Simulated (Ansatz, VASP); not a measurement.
One calculation of BN, two programs

```
CELL_PARAMETERS angstrom
1.35121 0.78012 3.23802
-1.35121 0.78012 3.23802
0.00000 -1.56024 3.23802
ATOMIC_POSITIONS crystal
B 0.99967 0.99967 0.99967
N 0.33276 0.33276 0.33276
```

Change from the starting cell: strain +0.080 along x and y, -0.040 along z, atoms carried along.

Alike in both runs: task single point; functional LDA; k mesh 12 × 12 × 12; occupations gaussian, width 0.05 eV; no spin polarisation.

|  | VASP | Ansatz |
| --- | --- | --- |
| version | VASP 6.6.1 | Ansatz 0.2.0 |
| potentials or method | VASP PAW LDA potentials, release 64 (B, N), cutoff 600 eV | scalar-relativistic, plane waves, PAW |
| valence electrons in the cell | 8 | 8 |

|  | VASP | Ansatz | Ansatz less VASP |
| --- | --- | --- | --- |
| gap on the k mesh at the Fermi level (eV) | 3.51 | 3.52 | +0.009 |
| least direct gap on the mesh (eV) | 4.02 | 4.03 | +0.006 |
| pressure (GPa) | -43.6 | -43.7 | -0.17 |
| traceless stress, the component that is largest in VASP (GPa) | 42.97 | 43.30 | +0.331 |
| rms of the force components (eV/Å) | 0.027 | 0.027 | -0.0002 |

LDA's correlation is that of Perdew and Zunger in VASP and of Perdew and Wang (1992) in Ansatz. Atom by atom the forces differ by 0.000 eV/Å (rms over components). Both programs put the cell under strong tension, so it lies far from rest at this level.

Noted on VASP's run: the cell as given lies far from equilibrium.
